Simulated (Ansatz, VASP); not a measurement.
# Two plane-wave programs on SiC

INCAR

```
SYSTEM = SiC
PREC = Accurate
ENCUT = 520
EDIFF = 1E-6
ISMEAR = 0
SIGMA = 0.05
LREAL = .False.
LASPH = .True.
NELM = 60
ALGO = Normal
ISIF = 2
LWAVE = .False.
LCHARG = .True.
GGA = PE
LELF = .True.
LVHAR = .True.
NBANDS = 16
```

KPOINTS

```
regular mesh
0
Gamma
  12 12 6
  0 0 0
```

The input POSCAR:

```
SiC
1.0
    2.9064675304      0.0000000000      0.0000000000
   -1.4532337652      2.5170747166      0.0000000000
    0.0000000000      0.0000000000      5.0737646004
Si C
2 2
Direct
    0.3333333333      0.6666666667      0.0045636718
    0.6666666667      0.3333333333      0.5045636718
    0.3333333333      0.6666666667      0.3804363282
    0.6666666667      0.3333333333      0.8804363282
```

Input for Ansatz:

```yaml
crystal:
  lattice:
    - [2.9064675304, 0.0, 0.0]
    - [-1.4532337652, 2.5170747166, 0.0]
    - [0.0, 0.0, 5.0737646004]
  atoms:
    - { symbol: Si, position: [0.3333333333, 0.6666666667, 0.0045636718] }
    - { symbol: Si, position: [0.6666666667, 0.3333333333, 0.5045636718] }
    - { symbol: C, position: [0.3333333333, 0.6666666667, 0.3804363282] }
    - { symbol: C, position: [0.6666666667, 0.3333333333, 0.8804363282] }
basis:
  ecutwfc: 420
kpoints:
  mp_grid: { grid: [12, 12, 6] }
hamiltonian:
  xc: pbe
scf:
  occupations: { method: gaussian, width: 0.05 }
output:
  forces: true
  stress: true
  eigenvalues: true
```

Change from the starting cell: strain -0.0600 x Voigt [1, 1, 0, 0, 0, 0], atoms carried along.

Alike in both runs: task single point; functional PBE; k mesh 12 × 12 × 6; occupations gaussian, width 0.05 eV; no spin polarisation.

|  | VASP | Ansatz |
| --- | --- | --- |
| version | VASP 6.6.1 | Ansatz 0.2.0 |
| potentials or method | VASP PAW PBE potentials, release 64 (Si, C), cutoff 520 eV | scalar-relativistic, plane waves, PAW |
| valence electrons in the cell | 16 | 16 |

```tsv
	VASP	Ansatz	Ansatz less VASP
gap on the k mesh at the Fermi level (eV)	1.78	1.79	+0.008
least direct gap on the mesh (eV)	4.71	4.71	+0.007
pressure (GPa)	35.2	35.3	+0.12
traceless stress, the component that is largest in VASP (GPa)	-29.66	-29.56	+0.100
rms of the force components (eV/Å)	0.516	0.517	+0.0016
```

Atom by atom the forces differ by 0.002 eV/Å (rms over components). Both programs put the cell under a high pressure, so it lies far from rest at this level. With one functional, cell and mesh, what is left measures potentials, basis and numerics.
